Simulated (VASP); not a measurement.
# In3GaAs4 (P-43m) in VASP: further runs, part 2 of 2

VASP 6.6.1. The steps go on from the part before.

### 4 Single point, PBE

This run uses another cell than the first one, of 28.06 Å³/atom.

The input, INCAR:

```
SYSTEM = In3GaAs4
PREC = Accurate ; ENCUT = 520
EDIFF = 1E-6 ; ISMEAR = 0
SIGMA = 0.1 ; LREAL = .FALSE.
LASPH = .TRUE. ; NELM = 80
ALGO = Normal ; ISIF = 2
LWAVE = .FALSE. ; LCHARG = .FALSE.
GGA = PE ; NBANDS = 46
```

The input, KPOINTS:

```
Automatic mesh
0
G
  6 6 6
  0 0 0
```

The input, POSCAR:

```
In3GaAs4
1.0
    6.0771558821      0.0000000000      0.0000000000
    0.0000000000      6.0771558821      0.0000000000
    0.0000000000      0.0000000000      6.0771558821
In Ga As
3 1 4
Direct
    0.5000000000      0.0000000000      0.5000000000
    0.0000000000      0.5000000000      0.5000000000
    0.5000000000      0.5000000000      0.0000000000
    0.0000000000      0.0000000000      0.0000000000
    0.7601200462      0.7601200462      0.2398799538
    0.7601200462      0.2398799538      0.7601200462
    0.2398799538      0.7601200462      0.7601200462
    0.2398799538      0.2398799538      0.2398799538
```

Potentials or basis: VASP PAW PBE potentials, release 64 (In_d, Ga_d, As).

Command:

```
cat potpaw_PBE.64/In_d/POTCAR potpaw_PBE.64/Ga_d/POTCAR potpaw_PBE.64/As/POTCAR > POTCAR
mpirun -np 1 vasp_std > vasp.out
```

OUTCAR:

```text
SYSTEM = In3GaAs4
   PREC = Accurate
   ENCUT = 520
   EDIFF = 1E-6
   ISMEAR = 0
   LREAL = .FALSE.
   LASPH = .TRUE.
   NELM = 80
   ISIF = 2
   GGA = PE

 ion  position               nearest neighbor table
   1  0.500  0.000  0.500-   5 2.67   6 2.67   7 2.67   8 2.67
   2  0.000  0.500  0.500-   5 2.67   6 2.67   7 2.67   8 2.67
   3  0.500  0.500  0.000-   5 2.67   6 2.67   7 2.67   8 2.67
   4  0.000  0.000  0.000-   5 2.52   6 2.52   7 2.52   8 2.52
   5  0.760  0.760  0.240-   4 2.52   2 2.67   3 2.67   1 2.67
   6  0.760  0.240  0.760-   4 2.52   2 2.67   3 2.67   1 2.67
   7  0.240  0.760  0.760-   4 2.52   2 2.67   3 2.67   1 2.67
   8  0.240  0.240  0.240-   4 2.52   2 2.67   3 2.67   1 2.67

  LATTYP: Found a simple cubic cell.
 ALAT       =     6.0771558821

  Lattice vectors:

 A1 = (   6.0771558821,   0.0000000000,   0.0000000000)
 A2 = (   0.0000000000,   6.0771558821,   0.0000000000)
 A3 = (   0.0000000000,   0.0000000000,   6.0771558821)

Analysis of symmetry for initial positions (statically):
=====================================================================
 Subroutine PRICEL returns:
 Original cell was already a primitive cell.

 Routine SETGRP: Setting up the symmetry group for a
 simple cubic supercell.

 Subroutine GETGRP returns: Found 24 space group operations
 (whereof 24 operations were pure point group operations)
 out of a pool of 48 trial point group operations.

The static configuration has the point symmetry T_d .

Analysis of symmetry for dynamics (positions and initial velocities):
=====================================================================
 Subroutine PRICEL returns:
 Original cell was already a primitive cell.

 Routine SETGRP: Setting up the symmetry group for a
 simple cubic supercell.

 Subroutine GETGRP returns: Found 24 space group operations
 (whereof 24 operations were pure point group operations)
 out of a pool of 48 trial point group operations.

The dynamic configuration has the point symmetry T_d .

 Subroutine INISYM returns: Found 24 space group operations
 (whereof 24 operations are pure point group operations),
 and found     1 'primitive' translations

----------------------------------------------------------------------------------------

                                     Primitive cell

  volume of cell :     224.4404

  direct lattice vectors                    reciprocal lattice vectors
     6.077155882  0.000000000  0.000000000     0.164550658  0.000000000  0.000000000
     0.000000000  6.077155882  0.000000000     0.000000000  0.164550658  0.000000000
     0.000000000  0.000000000  6.077155882     0.000000000  0.000000000  0.164550658

  length of vectors
     6.077155882  6.077155882  6.077155882     0.164550658  0.164550658  0.164550658

  position of ions in fractional coordinates (direct lattice)
     0.500000000  0.000000000  0.500000000
     0.000000000  0.500000000  0.500000000
     0.500000000  0.500000000  0.000000000
     0.000000000  0.000000000  0.000000000
     0.760120046  0.760120046  0.239879954
     0.760120046  0.239879954  0.760120046
     0.239879954  0.760120046  0.760120046
     0.239879954  0.239879954  0.239879954

[... 41 lines left out ...]
  0.333333  0.000000  0.000000      6.000000
  0.500000  0.000000  0.000000      3.000000
  0.166667  0.166667  0.000000     12.000000
  0.333333  0.166667  0.000000     24.000000
[... 12 lines left out ...]
  0.500000  0.500000  0.333333      6.000000
  0.500000  0.500000  0.500000      1.000000
   k-points           NKPTS =     20   k-points in BZ     NKDIM =     20   number of bands    NBANDS=     46
   number of dos      NEDOS =    301   number of ions     NIONS =      8
   total plane-waves  NPLWV = 110592
   dimension x,y,z NGX =    48 NGY =   48 NGZ =   48
   dimension x,y,z NGXF=    96 NGYF=   96 NGZF=   96
   ions per type =               3   1   4
   NGX,Y,Z   is equivalent  to a cutoff of  13.13, 13.13, 13.13 a.u.
   NGXF,Y,Z  is equivalent  to a cutoff of  26.26, 26.26, 26.26 a.u.
 SYSTEM =  In3GaAs4
   PREC   = accura    normal or accurate (medium, high low for compatibility)
   ISTART =      0    job   : 0-new  1-cont  2-samecut
   ICHARG =      2    charge: 1-file 2-atom 10-const
   ISPIN  =      1    spin polarized calculation?
   LNONCOLLINEAR =      F non collinear calculations
   LSORBIT =      F    spin-orbit coupling
   LASPH  =      T    aspherical Exc in radial PAW
   ENCUT  =  520.0 eV  38.22 Ry    6.18 a.u.  11.30 11.30 11.30*2*pi/ulx,y,z
   NELM   =     80;   NELMIN=  2; NELMDL= -5     # of ELM steps
   EDIFF  = 0.1E-05   stopping-criterion for ELM
   LREAL  =      F    real-space projection
   EDIFFG = 0.1E-04   stopping-criterion for IOM
   NSW    =      0    number of steps for IOM
   IBRION =     -1    ionic relax: 0-MD 1-quasi-New 2-CG
   NFREE  =      0    steps in history (QN), initial steepest desc. (CG)
   ISIF   =      2    stress and relaxation
   ISYM   =      2    0-nonsym 1-usesym 2-fastsym
   POTIM  = 0.5000    time-step for ionic-motion
   TEBEG  =    0.0;   TEEND  =   0.0 temperature during run
   PSTRESS=    0.0 pullay stress
   NELECT =      72.0000    total number of electrons
   NUPDOWN=      -1.0000    fix difference up-down
   EMIN   =  10.00;   EMAX   =-10.00  energy-range for DOS
   EFERMI =   0.00;   METHOD = LEGACY
   ISMEAR =     0;   SIGMA  =   0.10  broadening in eV -4-tet -1-fermi 0-gaus
   EFERMI_NEDOS =   21; number of points for ismear=-14 and -15
   IALGO  =     38    algorithm
   IMIX   =      4    mixing-type and parameters
     AMIX     =   0.40;   BMIX     =  1.00
     AMIX_MAG =   1.60;   BMIX_MAG =  1.00
  volume/ion in A,a.u.               =      28.06       189.32
  Fermi-wavevector in a.u.,A,eV,Ry     =   1.120689  2.117796 17.088167  1.255945
  Thomas-Fermi vector in A             =   2.257338
   LORBIT       =      0    0 simple, 1 ext, 2 COOP (PROOUT), +10 PAW based schemes
   GGA     = PE    functional components
   LHFCALC =     F    Hartree Fock is set to
   AEXX    =    0.0000 exact exchange contribution
   IVDW    =     0    specifies the selected vdW correction
   LEPSILON=     F    determine dielectric tensor
   LRPA    =     F    only Hartree local field effects (RPA)
 non-spin polarized calculation
 Gauss-broadening in eV      SIGMA  =   0.10
  energy-cutoff  :      520.00
  volume of cell :      224.44
 maximum number of plane-waves:      6088
 NGX is ok and might be reduce to    48
   NGX = 23   NGY = 23   NGZ = 23

 number of electron      72.0000038 magnetization

 Free energy of the ion-electron system (eV)
  ---------------------------------------------------
  ext. energy  EPLUGINS =         0.00000000
  ---------------------------------------------------
  free energy    TOTEN  =       -31.32903315 eV

  energy without entropy =      -31.32795604  energy(sigma->0) =      -31.32849459

 E-fermi :   3.8366     XC(G=0):  -8.9370

 val. band max:        3.7835825878   @ k =   0.0000   0.0000   0.0000
 cond. band min:       4.2569285046   @ k =   0.5000   0.5000   0.5000
 fundamental gap:      0.4733459168
 Fermi energy:         3.8366228567

 k-point     1 :       0.0000    0.0000    0.0000
  band No.  band energies     occupation
      1     -10.9553      2.00000
      2     -10.9553      2.00000
      3     -10.9553      2.00000
      4     -10.8886      2.00000
      5     -10.8886      2.00000
      6     -10.5833      2.00000
[... 969 lines left out ...]
     45       8.3272      0.00000
     46       8.6479      0.00000

------------------------ aborting loop because EDIFF is reached ----------------------------------------

  FORCE on cell =-STRESS in cart. coord.  units (eV):
  Direction    XX          YY          ZZ          XY          YZ          ZX
  --------------------------------------------------------------------------------------
  -------------------------------------------------------------------------------------
  Total        0.0976415      0.0976415      0.0976415      0.0000000     -0.0000000     -0.0000000
  in kB        0.6970181      0.6970181      0.6970181      0.0000000     -0.0000000     -0.0000000
  external PRESSURE =       0.6970181 kB  Pullay stress =       0.0000000 kB

 VOLUME and BASIS-vectors are now :
 -----------------------------------------------------------------------------
  energy-cutoff  :      520.00
  volume of cell :      224.44
      direct lattice vectors                 reciprocal lattice vectors
     6.077155882  0.000000000  0.000000000     0.164550658  0.000000000  0.000000000
     0.000000000  6.077155882  0.000000000     0.000000000  0.164550658  0.000000000
     0.000000000  0.000000000  6.077155882     0.000000000  0.000000000  0.164550658

 POSITION                                       TOTAL-FORCE (eV/Angst)
 -----------------------------------------------------------------------------------
      3.03858      0.00000      3.03858         0.000000     -0.000000     -0.000000
      0.00000      3.03858      3.03858         0.000000     -0.000000     -0.000000
      3.03858      3.03858      0.00000         0.000000     -0.000000     -0.000000
      0.00000      0.00000      0.00000         0.000000     -0.000000     -0.000000
      4.61937      4.61937      1.45779        -0.005790     -0.005790      0.005790
      4.61937      1.45779      4.61937        -0.005790      0.005790     -0.005790
      1.45779      4.61937      4.61937         0.005790     -0.005790     -0.005790
      1.45779      1.45779      1.45779         0.005790      0.005790      0.005790
 -----------------------------------------------------------------------------------
    total drift:                                0.000000      0.000000      0.000000

  FREE ENERGIE OF THE ION-ELECTRON SYSTEM (eV)
  ---------------------------------------------------
  free  energy   TOTEN  =       -31.3290331459 eV

  energy  without entropy=      -31.3279560412  energy(sigma->0) =      -31.32849459
```

Wall time 6 min (1 thread of Intel Xeon 8259CL, shared host); peak memory 0.44 GiB.

Results:

```yaml
Free_energy: -31.3290 eV
Pressure: 0.1 GPa
Largest_force: 0.010 eV/Å
Band_gap_on_the_k_mesh: zero (filled and empty bands touch)
```

Forces on the atoms (eV/Å):
```
In   0.000  0.000  0.000
In   0.000  0.000  0.000
In   0.000  0.000  0.000
Ga   0.000  0.000  0.000
As  -0.006 -0.006  0.006
As  -0.006  0.006 -0.006
As   0.006 -0.006 -0.006
As   0.006  0.006  0.006
```

Caveat: semilocal functionals underestimate gaps, and a narrow one can read as zero; spin-orbit coupling is left out, which moves the levels of the heavy elements.

### 5 Overview

```csv
task,cell,k mesh,cutoff (eV),smearing,gap on the mesh (eV),pressure (GPa),largest force (eV/Å)
single point,"a = 6.088 Å, 8 atoms, atomic positions A",3 × 3 × 3,520,gaussian 0.2 eV,none,0.0,0.01
relaxation of cell and atoms,"relaxed from a = 5.960 Å, 8 atoms, atomic positions B",3 × 3 × 3,600,gaussian 0.2 eV,none,0.0,0.08
single point,"a = 6.077 Å, 8 atoms, atomic positions C",6 × 6 × 6,520,gaussian 0.1 eV,none,0.1,0.01
```

Alike in all rows: level PBE; potentials or basis VASP PAW PBE potentials, release 64 (In_d, Ga_d, As); no spin polarisation.

Caveats: semilocal functionals underestimate gaps, and a narrow one can read as zero; spin-orbit coupling is left out, which moves the levels of the heavy elements; the relaxation stopped at a loose force limit of 0.08 eV/Å, so its end isn't a converged minimum (at least some runs).

Absolute energies hang on the potentials; compare differences alone.

The gap in the log of VASP goes by the Fermi energy; the results here count the filled bands.